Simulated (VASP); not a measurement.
# Hf2Si (I4/mcm) in VASP: further runs, part 2 of 2

VASP 6.6.1.

**4. Single point, PBEsol (strain -0.050 along x and y, +0.050 along z)**

File INCAR:

```
ALGO     = Fast           # electronic algorithm
EDIFF    = 1E-6           # SCF threshold, eV
ENCUT    = 520            # plane-wave cutoff, eV
GGA      = PS             # functional
ISIF     = 2              # what is computed and relaxed
ISMEAR   = 0              # smearing method
LASPH    = True           # aspherical terms in the spheres
LCHARG   = False          # write CHGCAR
LREAL    = False          # projectors in reciprocal space
LWAVE    = False          # write WAVECAR
NBANDS   = 33             # bands
NELM     = 80             # most SCF steps
PREC     = Accurate       # precision mode
SIGMA    = 0.15           # smearing width, eV
```

File KPOINTS:

```
k-points
0
Gamma
  12 12 12
```

File POSCAR:

```
Hf2Si
1.0
   -3.0925596410      3.0925596410      2.7001880142
    3.0925596410     -3.0925596410      2.7001880142
    3.0925596410      3.0925596410     -2.7001880142
Hf Si
4 2
Direct
    0.8432528484      0.6567471516      0.5000000000
    0.3432528484      0.8432528484      0.1865056968
    0.1567471516      0.3432528484      0.5000000000
    0.6567471516      0.1567471516      0.8134943033
    0.7500000000      0.7500000000      0.0000000000
    0.2500000000      0.2500000000      0.0000000000
```

Potentials or basis: VASP PAW PBE potentials, release 64 (Hf_pv, Si).

Command:

```sh
$ cat potpaw_PBE.64/Hf_pv/POTCAR potpaw_PBE.64/Si/POTCAR > POTCAR
$ mpirun -np 1 vasp_std > vasp.out
```

OUTCAR:

```text
EDIFF = 1E-6
   ENCUT = 520
   GGA = PS
   ISIF = 2
   ISMEAR = 0
   LASPH = True
   LREAL = False
   NELM = 80
   PREC = Accurate

 ion  position               nearest neighbor table
   1  0.843  0.657  0.500-   6 2.70   6 2.70   5 2.70   5 2.70   3 2.74   3 3.15   3 3.15   4 3.30
                             2 3.30   2 3.30   4 3.30   4 3.32   2 3.32   2 3.32   4 3.32
   2  0.343  0.843  0.187-   6 2.70   5 2.70   5 2.70   6 2.70   4 2.74   4 3.15   4 3.15   3 3.30
                             1 3.30   1 3.30   3 3.30   1 3.32   3 3.32   3 3.32   1 3.32
   3  0.157  0.343  0.500-   5 2.70   5 2.70   6 2.70   6 2.70   1 2.74   1 3.15   1 3.15   4 3.30
                             2 3.30   2 3.30   4 3.30   4 3.32   2 3.32   2 3.32   4 3.32
   4  0.657  0.157  0.813-   5 2.70   6 2.70   6 2.70   5 2.70   2 2.74   2 3.15   2 3.15   1 3.30
                             3 3.30   1 3.30   3 3.30   1 3.32   3 3.32   3 3.32   1 3.32
   5  0.750  0.750  0.000-   4 2.70   3 2.70   2 2.70   3 2.70   1 2.70   1 2.70   2 2.70   4 2.70
                             6 2.70   6 2.70
   6  0.250  0.250  0.000-   4 2.70   2 2.70   1 2.70   1 2.70   2 2.70   3 2.70   3 2.70   4 2.70
                             5 2.70   5 2.70

  LATTYP: Found a body centered tetragonal cell.
 ALAT       =     6.1851192820
 C/A-ratio  =     0.8731239904

  Lattice vectors:

 A1 = (  -3.0925596410,   3.0925596410,   2.7001880142)
 A2 = (   3.0925596410,  -3.0925596410,   2.7001880142)
 A3 = (   3.0925596410,   3.0925596410,  -2.7001880142)

Analysis of symmetry for initial positions (statically):
=====================================================================
 Subroutine PRICEL returns:
 Original cell was already a primitive cell.

 Routine SETGRP: Setting up the symmetry group for a
 body centered tetragonal supercell.

 Subroutine GETGRP returns: Found 16 space group operations
 (whereof  8 operations were pure point group operations)
 out of a pool of 16 trial point group operations.

The static configuration has the point symmetry C_4h.
 The point group associated with its full space group is D_4h.
[... 146 lines left out ...]
   LORBIT       =      0    0 simple, 1 ext, 2 COOP (PROOUT), +10 PAW based schemes
   GGA     = PS    functional components
   LHFCALC =     F    Hartree Fock is set to
   AEXX    =    0.0000 exact exchange contribution
   IVDW    =     0    specifies the selected vdW correction
   LEPSILON=     F    determine dielectric tensor
   LRPA    =     F    only Hartree local field effects (RPA)
 non-spin polarized calculation
 RMM-DIIS sequential band-by-band and
 Gauss-broadening in eV      SIGMA  =   0.15
  energy-cutoff  :      520.00
  volume of cell :      103.30
 maximum number of plane-waves:      2804
 NGX is ok and might be reduce to    40
   NGX = 19   NGY = 19   NGZ = 19

 number of electron      48.0000001 magnetization

 Free energy of the ion-electron system (eV)
  ---------------------------------------------------
  ext. energy  EPLUGINS =         0.00000000
  ---------------------------------------------------
  free energy    TOTEN  =       -57.76192201 eV

  energy without entropy =      -57.72531694  energy(sigma->0) =      -57.74361947

 E-fermi :   6.4943     XC(G=0): -11.9699

 val. band max:        6.4906843809   @ k =  -0.2500   0.5000   0.2500
 cond. band min:       6.5005631130   @ k =   0.1667   0.1667   0.0000
 fundamental gap:      0.0098787321
 Fermi energy:         6.4943392558

 k-point     1 :       0.0000    0.0000    0.0000
  band No.  band energies     occupation
      1     -23.7179      2.00000
      2     -23.5874      2.00000
      3     -23.3995      2.00000
      4     -23.3995      2.00000
      5     -23.3036      2.00000
      6     -23.3036      2.00000
[... 853 lines left out ...]
     32      11.1879      0.00000
     33      11.3432      0.00000

 [... further k-points ...]

------------------------ aborting loop because EDIFF is reached ----------------------------------------

  FORCE on cell =-STRESS in cart. coord.  units (eV):
  Direction    XX          YY          ZZ          XY          YZ          ZX
  --------------------------------------------------------------------------------------
  -------------------------------------------------------------------------------------
  Total        9.3838083      9.3838083     -1.8537111      0.0000000      0.0000000      0.0000000
  in kB      145.5457552    145.5457552    -28.7516302      0.0000000      0.0000000      0.0000000
  external PRESSURE =      87.4466267 kB  Pullay stress =       0.0000000 kB

 VOLUME and BASIS-vectors are now :
 -----------------------------------------------------------------------------
  energy-cutoff  :      520.00
  volume of cell :      103.30
      direct lattice vectors                 reciprocal lattice vectors
    -3.092559641  3.092559641  2.700188014     0.000000000  0.161678369  0.185172291
     3.092559641 -3.092559641  2.700188014     0.161678369  0.000000000  0.185172291
     3.092559641  3.092559641 -2.700188014     0.161678369  0.161678369  0.000000000

 POSITION                                       TOTAL-FORCE (eV/Angst)
 -----------------------------------------------------------------------------------
      0.96950      2.12306      2.70019         0.078088     -0.078088     -0.000000
      2.12306     -0.96950      2.70019        -0.078088     -0.078088      0.000000
      2.12306      0.96950      0.00000        -0.078088      0.078088      0.000000
      0.96950      4.06206     -0.00000         0.078088      0.078088     -0.000000
      0.00000      0.00000      4.05028         0.000000     -0.000000      0.000000
      0.00000      0.00000      1.35009        -0.000000     -0.000000      0.000000
 -----------------------------------------------------------------------------------
    total drift:                               -0.000000     -0.000000      0.000000

  FREE ENERGIE OF THE ION-ELECTRON SYSTEM (eV)
  ---------------------------------------------------
  free  energy   TOTEN  =       -57.7619220129 eV

  energy  without entropy=      -57.7253169365  energy(sigma->0) =      -57.74361947
```

OSZICAR:

```text
N       E                     dE             d eps       ncg     rms          rms(c)
DAV:   1     0.181651043351E+03    0.18165E+03   -0.25395E+04 10758   0.139E+03
DAV:   2    -0.488271167671E+02   -0.23048E+03   -0.21815E+03 12639   0.333E+02
DAV:   3    -0.598888744789E+02   -0.11062E+02   -0.10509E+02 14076   0.474E+01
DAV:   4    -0.600820111909E+02   -0.19314E+00   -0.19221E+00 13164   0.665E+00
DAV:   5    -0.600852824428E+02   -0.32713E-02   -0.32680E-02 13513   0.800E-01    0.104E+02
RMM:   6    -0.580924589412E+02    0.19928E+01   -0.34054E+00 11339   0.661E+00    0.668E+01
RMM:   7    -0.579304720363E+02    0.16199E+00   -0.52819E+00 13439   0.892E+00    0.543E+00
RMM:   8    -0.577623692409E+02    0.16810E+00   -0.65893E-01 11385   0.372E+00    0.145E+00
RMM:   9    -0.577621461860E+02    0.22305E-03   -0.10632E-01 12650   0.129E+00    0.881E-01
RMM:  10    -0.577620350858E+02    0.11110E-03   -0.14261E-02 14109   0.454E-01    0.228E-01
RMM:  11    -0.577618691025E+02    0.16598E-03   -0.28652E-03 13584   0.202E-01    0.151E-01
RMM:  12    -0.577619160749E+02   -0.46972E-04   -0.55570E-04 15280   0.808E-02    0.130E-01
RMM:  13    -0.577619205806E+02   -0.45057E-05   -0.71186E-05 14554   0.283E-02    0.325E-02
RMM:  14    -0.577619218890E+02   -0.13084E-05   -0.11248E-05 12189   0.132E-02    0.675E-03
RMM:  15    -0.577619220129E+02   -0.12386E-06   -0.30545E-06  9773   0.590E-03
   1 F= -.57761922E+02 E0= -.57743619E+02  d E =-.366051E-01
```

stdout:

```text
POSCAR found type information on POSCAR HfSi
 POSCAR found :  2 types and       6 ions
 scaLAPACK will be used
 -----------------------------------------------------------------------------
|                                                                             |
|                                                                             |
|     You enforced a specific xc type in the INCAR file but a different       |
|     I HOPE YOU KNOW WHAT YOU ARE DOING!                                     |
|                                                                             |
 -----------------------------------------------------------------------------

 LDA part: xc-table for (Slater+PW92), standard interpolation
 POSCAR, INCAR and KPOINTS ok, starting setup
 FFT: planning ... GRIDC
 FFT: planning ... GRID_SOFT
 FFT: planning ... GRID
 WAVECAR not read
 entering main loop
```

It took 6.1 min on 1 thread of Intel Xeon 6975P-C (Granite Rapids), shared host; peak memory 0.56 GiB.

What came out:

```
Free energy            : -57.7619 eV
Pressure               : 8.7 GPa
Largest force          : 0.110 eV/Å
Band gap on the k mesh : zero (bands 24 and 25 overlap by 1.08 eV)
```

Forces in eV/Å, atoms in the order of the input:
```
Hf   0.078 -0.078  0.000
Hf  -0.078 -0.078  0.000
Hf  -0.078  0.078  0.000
Hf   0.078  0.078  0.000
Si   0.000  0.000  0.000
Si   0.000  0.000  0.000
```

Caveat: the cell differs from its parent crystal (strain -0.050 along x and y, +0.050 along z); the stress differs along the axes, from -3 to 15 GPa; the PAW data sets were made with another functional, which shifts forces and pressure a little; spin-orbit coupling is left out, which moves the levels of the heavy elements.

**5. Overview**

| cell | further INCAR settings | gap on the mesh (eV) | pressure (GPa) | largest force (eV/Å) |
| --- | --- | --- | --- | --- |
| a = 5.010 Å, angles 103.8, 103.8, 121.6°, 6 atoms | ALGO = Fast; EDIFF = 1e-06; NBANDS = 33 | none | 30.9 | 0.21 |
| a = 5.074 Å, angles 104.9, 104.9, 119.1°, 6 atoms | ALGO = Fast; EDIFF = 1e-07; NBANDS = 33 | none | 18.3 | 0.06 |
| a = 5.140 Å, angles 106.0, 106.0, 116.6°, 6 atoms | ALGO = Fast; EDIFF = 1e-06; NBANDS = 33 | none | 8.7 | 0.11 |

Alike in all rows: task single point; level PBEsol; potentials or basis VASP PAW PBE potentials, release 64 (Hf_pv, Si); no spin polarisation; k mesh 12 × 12 × 12; cutoff (eV) 520; smearing gaussian 0.15 eV.

Caveats: the PAW data sets were made with another functional, which shifts forces and pressure a little; spin-orbit coupling is left out, which moves the levels of the heavy elements; the cell stands under pressure (at least some runs); the stress differs along the axes, from 12 to 22 GPa (at least some runs); the stress differs along the axes, from -3 to 15 GPa (at least some runs).

Total energies depend on the potentials used, so only differences within one code and one set of settings carry meaning.
